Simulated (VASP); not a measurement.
# SiC (Moissanite) (P6_3mc) in VASP: settings compared

The runs below take SiC (Moissanite) through single point, with r2SCAN, PBE0.

All numbers are computed with VASP 6.6.1; they aren't measurements. Logs are shortened: lines on timing, memory, paths and dates and some standing lists are left out, and cuts for length are marked.

**1. The cell of the first run**

It takes space group P6_3mc (No. 186, hexagonal). The conventional cell has a = 3.096 Å, b = 3.096 Å, c = 5.082 Å, α = 90.00°, β = 90.00°, γ = 120.00°. Si (site symmetry 3m) has 4 C at 1.90 to 1.91 Å within 2.5 Å. C (site symmetry 3m) has 4 Si at 1.90 to 1.91 Å within 2.5 Å.

**2. Single point, r2SCAN**

POSCAR reads:

```
SiC
1.0
    3.0958802322     -0.0000000029      0.0000000000
   -1.5479401136      2.6811109296      0.0000000000
    0.0000000000      0.0000000000      5.0820562500
Si C
2 2
Direct
    0.3333333333      0.6666666667      0.0046022700
    0.6666666667      0.3333333333      0.5046022700
    0.3333333333      0.6666666667      0.3803977300
    0.6666666667      0.3333333333      0.8803977300
```

INCAR.step1 reads:

```
ALGO = Normal ; EDIFF = 1E-4
ENCUT = 520 ; GGA = PE
ISMEAR = -1 ; LASPH = True
LCHARG = False ; LREAL = False
LWAVE = True ; NBANDS = 16
NELM = 80 ; PREC = Accurate
SIGMA = 0.02
```

INCAR.step2 reads:

```
ALGO = Normal ; EDIFF = 1E-7
ENCUT = 520 ; ISIF = 2
ISMEAR = -1 ; ISTART = 1
LASPH = True ; LCHARG = False
LMIXTAU = True ; LREAL = False
LWAVE = False ; METAGGA = R2SCAN
NBANDS = 16 ; NELM = 80
PREC = Accurate ; SIGMA = 0.02
```

KPOINTS reads:

```
k-points
0
Gamma
  12 12 6
```

Potentials or basis: VASP PAW PBE potentials, release 64 (Si, C).

The run is started by

```bash
> cat potpaw_PBE.64/Si/POTCAR potpaw_PBE.64/C/POTCAR > POTCAR
> cp INCAR.step1 INCAR
> mpirun -np 1 vasp_std > vasp.out
> cp INCAR.step2 INCAR
> mpirun -np 1 vasp_std > vasp.out
```

OUTCAR:

```text
EDIFF = 1E-7
   ENCUT = 520
   ISIF = 2
   ISMEAR = -1
   ISTART = 1
   LASPH = True
   LREAL = False
   METAGGA = R2SCAN
   NELM = 80
   PREC = Accurate

 ion  position               nearest neighbor table
   1  0.333  0.667  0.005-   4 1.90   4 1.90   4 1.90   3 1.91   2 3.11   2 3.11   2 3.11   2 3.11
                             2 3.11   2 3.11
   2  0.667  0.333  0.505-   3 1.90   3 1.90   3 1.90   4 1.91   1 3.11   1 3.11   1 3.11   1 3.11
                             1 3.11   1 3.11
   3  0.333  0.667  0.380-   2 1.90   2 1.90   2 1.90   1 1.91
   4  0.667  0.333  0.880-   1 1.90   1 1.90   1 1.90   2 1.91

  LATTYP: Found a hexagonal cell.
 ALAT       =     3.0958802322
 C/A-ratio  =     1.6415545399

  Lattice vectors:

 A1 = (   3.0958802322,  -0.0000000029,   0.0000000000)
 A2 = (  -1.5479401136,   2.6811109296,   0.0000000000)
 A3 = (   0.0000000000,   0.0000000000,   5.0820562500)

Analysis of symmetry for initial positions (statically):
=====================================================================
 Subroutine PRICEL returns:
 Original cell was already a primitive cell.

 Routine SETGRP: Setting up the symmetry group for a
 hexagonal supercell.

 Subroutine GETGRP returns: Found 12 space group operations
 (whereof  6 operations were pure point group operations)
 out of a pool of 24 trial point group operations.

The static configuration has the point symmetry C_3v.
 The point group associated with its full space group is C_6v.

Analysis of symmetry for dynamics (positions and initial velocities):
=====================================================================
 Subroutine PRICEL returns:
 Original cell was already a primitive cell.

 Routine SETGRP: Setting up the symmetry group for a
 hexagonal supercell.

 Subroutine GETGRP returns: Found 12 space group operations
 (whereof  6 operations were pure point group operations)
 out of a pool of 24 trial point group operations.

The dynamic configuration has the point symmetry C_3v.
 The point group associated with its full space group is C_6v.

 Subroutine INISYM returns: Found 12 space group operations
 (whereof  6 operations are pure point group operations),
 and found     1 'primitive' translations

----------------------------------------------------------------------------------------

                                     Primitive cell

  volume of cell :      42.1831

  direct lattice vectors                    reciprocal lattice vectors
     3.095880232 -0.000000003  0.000000000     0.323009912  0.186489859  0.000000000
    -1.547940114  2.681110930  0.000000000     0.000000000  0.372979719  0.000000000
     0.000000000  0.000000000  5.082056250     0.000000000  0.000000000  0.196770746

  length of vectors
     3.095880232  3.095880232  5.082056250     0.372979719  0.372979719  0.196770746

  position of ions in fractional coordinates (direct lattice)
     0.333333333  0.666666667  0.004602270
     0.666666667  0.333333333  0.504602270
     0.333333333  0.666666667  0.380397730
     0.666666667  0.333333333  0.880397730

  ion indices of the primitive-cell ions
   primitive index   ion index
                 1           1
                 2           2
                 3           3
                 4           4

----------------------------------------------------------------------------------------

 KPOINTS: k-points

Automatic generation of k-mesh.
 Grid dimensions read from file:
 generate k-points for:   12   12    6

 Generating k-lattice:

  Cartesian coordinates                     Fractional coordinates (reciprocal lattice)
     0.026917493  0.015540822  0.000000000     0.083333333 -0.000000000  0.000000000
     0.000000000  0.031081643  0.000000000     0.000000000  0.083333333  0.000000000
     0.000000000  0.000000000  0.032795124     0.000000000  0.000000000  0.166666667

  Length of vectors
     0.031081643  0.031081643  0.032795124

  Shift w.r.t. Gamma in fractional coordinates (k-lattice)
     0.000000000  0.000000000  0.000000000

 Subroutine IBZKPT returns following result:
 ===========================================

 Found     76 irreducible k-points:

 Following reciprocal coordinates:
            Coordinates               Weight
  0.000000  0.000000  0.000000      1.000000
  0.083333  0.000000  0.000000      6.000000
  0.166667  0.000000  0.000000      6.000000
  0.250000 -0.000000  0.000000      6.000000
  0.333333  0.000000  0.000000      6.000000
  0.416667  0.000000  0.000000      6.000000
[... 16 lines left out ...]
  0.250000 -0.000000  0.166667     12.000000
  0.333333  0.000000  0.166667     12.000000
 [... further k-points ...]
   k-points           NKPTS =     76   k-points in BZ     NKDIM =     76   number of bands    NBANDS=     16
   number of dos      NEDOS =    301   number of ions     NIONS =      4
   total plane-waves  NPLWV =  23040
   dimension x,y,z NGX =    24 NGY =   24 NGZ =   40
   dimension x,y,z NGXF=    48 NGYF=   48 NGZF=   80
   ions per type =               2   2
   NGX,Y,Z   is equivalent  to a cutoff of  12.89, 12.89, 13.08 a.u.
   NGXF,Y,Z  is equivalent  to a cutoff of  25.78, 25.78, 26.17 a.u.
 SYSTEM =  unknown system
   PREC   = accura    normal or accurate (medium, high low for compatibility)
   ISTART =      1    job   : 0-new  1-cont  2-samecut
   ICHARG =      0    charge: 1-file 2-atom 10-const
   ISPIN  =      1    spin polarized calculation?
   LNONCOLLINEAR =      F non collinear calculations
   LSORBIT =      F    spin-orbit coupling
   LASPH  =      T    aspherical Exc in radial PAW
   ENCUT  =  520.0 eV  38.22 Ry    6.18 a.u.   5.76  5.76  9.45*2*pi/ulx,y,z
   NELM   =     80;   NELMIN=  2; NELMDL=  0     # of ELM steps
   EDIFF  = 0.1E-06   stopping-criterion for ELM
   LREAL  =      F    real-space projection
   EDIFFG = 0.1E-05   stopping-criterion for IOM
   NSW    =      0    number of steps for IOM
   IBRION =     -1    ionic relax: 0-MD 1-quasi-New 2-CG
   NFREE  =      0    steps in history (QN), initial steepest desc. (CG)
   ISIF   =      2    stress and relaxation
   ISYM   =      2    0-nonsym 1-usesym 2-fastsym
   POTIM  = 0.5000    time-step for ionic-motion
   TEBEG  =    0.0;   TEEND  =   0.0 temperature during run
   PSTRESS=    0.0 pullay stress
   NELECT =      16.0000    total number of electrons
   NUPDOWN=      -1.0000    fix difference up-down
   EMIN   =  10.00;   EMAX   =-10.00  energy-range for DOS
   EFERMI =   0.00;   METHOD = LEGACY
   ISMEAR =    -1;   SIGMA  =   0.02  broadening in eV -4-tet -1-fermi 0-gaus
   EFERMI_NEDOS =   21; number of points for ismear=-14 and -15
   IALGO  =     38    algorithm
   IMIX   =      4    mixing-type and parameters
     AMIX     =   0.40;   BMIX     =  1.00
     AMIX_MAG =   1.60;   BMIX_MAG =  1.00
  volume/ion in A,a.u.               =      10.55        71.17
  Fermi-wavevector in a.u.,A,eV,Ry     =   1.185046  2.239413 19.107137  1.404335
  Thomas-Fermi vector in A             =   2.321248
   LORBIT       =      0    0 simple, 1 ext, 2 COOP (PROOUT), +10 PAW based schemes
   METAGGA = R2SCAN    functional components
   LHFCALC =     F    Hartree Fock is set to
   AEXX    =    0.0000 exact exchange contribution
   IVDW    =     0    specifies the selected vdW correction
   LEPSILON=     F    determine dielectric tensor
   LRPA    =     F    only Hartree local field effects (RPA)
 non-spin polarized calculation
  energy-cutoff  :      520.00
  volume of cell :       42.18
 maximum number of plane-waves:      1170
 NGX is ok and might be reduce to    24
   NGX = 11   NGY = 11   NGZ = 19

 number of electron      16.0000001 magnetization

 Free energy of the ion-electron system (eV)
  ---------------------------------------------------
  ext. energy  EPLUGINS =         0.00000000
  ---------------------------------------------------
  free energy    TOTEN  =       -38.62567788 eV

  energy without entropy =      -38.62567788  energy(sigma->0) =      -38.62567788

 E-fermi :   8.3779     XC(G=0): -11.8397

 val. band max:        7.9213307042   @ k =   0.0000   0.0000   0.0000
 cond. band min:      10.6081231077   @ k =   0.3333   0.3333   0.0000
 fundamental gap:      2.6867924035
 Fermi energy:         8.3779071711

 k-point     1 :       0.0000    0.0000    0.0000
  band No.  band energies     occupation
      1      -8.2723      2.00000
      2      -4.7195      2.00000
      3      -0.9574      2.00000
      4       6.5457      2.00000
      5       6.5457      2.00000
      6       7.8081      2.00000
[... 8 lines left out ...]
     15      17.3522      0.00000
     16      19.8682      0.00000

 k-point     2 :       0.0833    0.0000    0.0000
  band No.  band energies     occupation
      1      -8.1494      2.00000
      2      -4.6157      2.00000
      3      -0.8448      2.00000
      4       5.8519      2.00000
      5       6.3308      2.00000
      6       7.4358      2.00000
[... 8 lines left out ...]
     15      17.6772      0.00000
     16      18.8960      0.00000

 k-point     3 :       0.1667    0.0000    0.0000
  band No.  band energies     occupation
      1      -7.7841      2.00000
      2      -4.3148      2.00000
      3      -0.5173      2.00000
      4       4.3370      2.00000
      5       5.8421      2.00000
      6       6.2684      2.00000
[... 8 lines left out ...]
     15      18.0435      0.00000
     16      18.3904      0.00000

 k-point     4 :       0.2500   -0.0000    0.0000
  band No.  band energies     occupation
      1      -7.1894      2.00000
      2      -3.8587      2.00000
      3      -0.0269      2.00000
      4       2.6942      2.00000
      5       4.8253      2.00000
      6       5.3092      2.00000
[... 8 lines left out ...]
     15      18.6395      0.00000
     16      19.3420      0.00000

 k-point     5 :       0.3333    0.0000    0.0000
  band No.  band energies     occupation
      1      -6.3969      2.00000
      2      -3.3770      2.00000
      3       0.2897      2.00000
      4       1.6017      2.00000
      5       3.3691      2.00000
      6       4.8674      2.00000
[... 8 lines left out ...]
     15      19.5118      0.00000
     16      20.7145      0.00000

 k-point     6 :       0.4167    0.0000    0.0000
  band No.  band energies     occupation
      1      -5.5013      2.00000
      2      -3.2285      2.00000
      3      -0.0786      2.00000
      4       1.8392      2.00000
      5       2.1838      2.00000
      6       4.5826      2.00000
[... 8 lines left out ...]
     15      19.5910      0.00000
     16      21.0433      0.00000
[... 267 lines left out ...]
 k-point    21 :       0.0833    0.0000    0.1667
  band No.  band energies     occupation
      1      -8.0113      2.00000
      2      -5.1254      2.00000
      3      -0.1124      2.00000
      4       5.9455      2.00000
      5       6.4153      2.00000
      6       6.8460      2.00000
[... 8 lines left out ...]
     15      17.3749      0.00000
     16      19.4059      0.00000

 k-point    22 :       0.1667    0.0000    0.1667
  band No.  band energies     occupation
      1      -7.6473      2.00000
      2      -4.8069      2.00000
      3       0.1759      2.00000
      4       4.4632      2.00000
      5       5.8687      2.00000
      6       5.9359      2.00000
[... 8 lines left out ...]
     15      18.2226      0.00000
     16      18.7497      0.00000

 k-point    23 :       0.2500   -0.0000    0.1667
  band No.  band energies     occupation
      1      -7.0550      2.00000
      2      -4.3121      2.00000
      3       0.5400      2.00000
      4       2.9082      2.00000
      5       4.4301      2.00000
      6       5.4101      2.00000
[... 8 lines left out ...]
     15      19.3045      0.00000
     16      19.3553      0.00000

 k-point    24 :       0.3333    0.0000    0.1667
  band No.  band energies     occupation
      1      -6.2673      2.00000
      2      -3.7415      2.00000
      3       0.3832      2.00000
      4       2.1711      2.00000
      5       2.9651      2.00000
      6       4.9725      2.00000
[... 8 lines left out ...]
     15      19.9198      0.00000
     16      20.6741      0.00000

 [... further k-points ...]
[... 5 lines left out ...]
  --------------------------------------------------------------------------------------
  -------------------------------------------------------------------------------------
  Total       -1.2097933     -1.2097933     -1.1746055      0.0000000      0.0000000      0.0000000
  in kB      -45.9497716    -45.9497716    -44.6132852      0.0000000      0.0000000      0.0000000
  external PRESSURE =     -45.5042761 kB  Pullay stress =       0.0000000 kB

 VOLUME and BASIS-vectors are now :
 -----------------------------------------------------------------------------
  energy-cutoff  :      520.00
  volume of cell :       42.18
      direct lattice vectors                 reciprocal lattice vectors
     3.095880232 -0.000000003  0.000000000     0.323009912  0.186489859  0.000000000
    -1.547940114  2.681110930  0.000000000     0.000000000  0.372979719  0.000000000
     0.000000000  0.000000000  5.082056250     0.000000000  0.000000000  0.196770746

 POSITION                                       TOTAL-FORCE (eV/Angst)
 -----------------------------------------------------------------------------------
      0.00000      1.78741      0.02339         0.000000     -0.000000     -0.003674
      1.54794      0.89370      2.56442        -0.000000      0.000000     -0.003674
      0.00000      1.78741      1.93320         0.000000     -0.000000      0.003674
      1.54794      0.89370      4.47423        -0.000000     -0.000000      0.003674
 -----------------------------------------------------------------------------------
    total drift:                               -0.000000     -0.000000      0.000878

  FREE ENERGIE OF THE ION-ELECTRON SYSTEM (eV)
  ---------------------------------------------------
  free  energy   TOTEN  =       -38.6256778771 eV

  energy  without entropy=      -38.6256778771  energy(sigma->0) =      -38.62567788
```

Run time: 6.2 min. Hardware: 1 thread of AMD EPYC 7R43 (Zen 3), shared host; peak memory 0.15 GiB.

What came out:

```
Free energy            : -38.6257 eV
Pressure               : -4.6 GPa
Largest force          : 0.004 eV/Å
Band gap on the k mesh : 2.69 eV, indirect (least direct gap 4.44 eV)
```

Forces on the atoms (eV/Å):
```
Si   0.000  0.000 -0.004
Si   0.000  0.000 -0.004
C    0.000  0.000  0.004
C    0.000  0.000  0.004
```

Levels at points of the mesh, in eV from the valence-band top:
```tsv
k point	band 4	band 5	band 6	band 7	band 8	band 9	band 10	band 11	band 12	band 13
(0.00, 0.00, 0.00)	-1.38	-1.38	-0.11	0.00	0.00	5.20	6.55	7.06	7.06	8.15
(0.50, 0.00, 0.00)	-6.50	-5.55	-3.44	-3.31	-1.25	3.19	4.64	7.30	7.56	10.56
(0.00, 0.00, 0.50)	-4.59	-0.74	-0.74	-0.74	-0.74	6.31	6.31	7.78	7.78	7.78
(0.50, 0.00, 0.50)	-8.45	-2.53	-2.53	-2.42	-2.42	3.67	3.67	5.70	5.70	10.95
```

Caveat: the PAW data sets were made with another functional, which shifts forces and pressure a little.

**3. Single point, r2SCAN**

This run uses another cell than the first one, of 10.75 Å³/atom, 1.020 times its volume.

POSCAR reads:

```
SiC
1.0
    3.1159839078      0.0000000029      0.0000000000
   -1.5579919564      2.6985212205      0.0000000000
    0.0000000000      0.0000000000      5.1150575400
Si C
2 2
Direct
    0.3333333333      0.6666666667      0.0046022700
    0.6666666667      0.3333333333      0.5046022700
    0.3333333333      0.6666666667      0.3803977300
    0.6666666667      0.3333333333      0.8803977300
```

INCAR.step1 reads:

```
SYSTEM = SiC
  PREC = Accurate
  ENCUT = 520
  ISMEAR = -1
  SIGMA = 0.02
  LREAL = .FALSE.
  LASPH = .TRUE.
  NELM = 100
  NBANDS = 16
  GGA = PE
  ALGO = Normal
  EDIFF = 1E-4
  LWAVE = .TRUE.
  LCHARG = .FALSE.
```

INCAR.step2 reads:

```
SYSTEM = SiC
  PREC = Accurate
  ENCUT = 520
  EDIFF = 1E-6
  ISMEAR = -1
  SIGMA = 0.02
  LREAL = .FALSE.
  LASPH = .TRUE.
  NELM = 100
  ALGO = Normal
  ISIF = 2
  LWAVE = .FALSE.
  LCHARG = .FALSE.
  METAGGA = R2SCAN
  LMIXTAU = .TRUE.
  NBANDS = 16
  ISTART = 1
```

KPOINTS reads:

```
Automatic mesh
0
G
  12 12 6
  0 0 0
```

Potentials or basis: VASP PAW PBE potentials, release 64 (Si, C).

The run is started by

```bash
> cat potpaw_PBE.64/Si/POTCAR potpaw_PBE.64/C/POTCAR > POTCAR
> cp INCAR.step1 INCAR
> mpirun -np 1 vasp_std > vasp.out
> cp INCAR.step2 INCAR
> mpirun -np 1 vasp_std > vasp.out
```

Run time: 6 min. Hardware: 1 thread of AMD EPYC 7R43 (Zen 3), shared host; peak memory 0.15 GiB.

Results (log left out):

```yaml
Free_energy: -38.5922 eV
Pressure: -8.5 GPa
Largest_force: 0.007 eV/Å
Band_gap_on_the_k_mesh: 2.71 eV, indirect (least direct gap 4.39 eV)
```

Forces in eV/Å, atoms in the order of the input:
```
Si   0.000  0.000 -0.007
Si   0.000  0.000 -0.007
C    0.000  0.000  0.007
C    0.000  0.000  0.007
```

Stress tensor (GPa, compression positive):
```
-8.54  0.00  0.00
 0.00 -8.54  0.00
 0.00  0.00 -8.31
```

Levels at points of the mesh, in eV from the valence-band top:
| k point | band 5 | band 6 | band 7 | band 8 | band 9 | band 10 | band 11 | band 12 |
| --- | --- | --- | --- | --- | --- | --- | --- | --- |
| (0.00, 0.00, 0.00) | -1.37 | -0.11 | 0.00 | 0.00 | 5.03 | 6.33 | 6.94 | 6.94 |
| (0.50, 0.00, 0.00) | -5.48 | -3.40 | -3.25 | -1.24 | 3.15 | 4.61 | 7.14 | 7.48 |
| (0.00, 0.00, 0.50) | -0.74 | -0.74 | -0.74 | -0.74 | 6.13 | 6.13 | 7.67 | 7.67 |
| (0.50, 0.00, 0.50) | -2.51 | -2.51 | -2.40 | -2.40 | 3.62 | 3.62 | 5.61 | 5.61 |

Caveat: the PAW data sets were made with another functional, which shifts forces and pressure a little. A k mesh can miss the band edges.

[end of part 1 of 2]
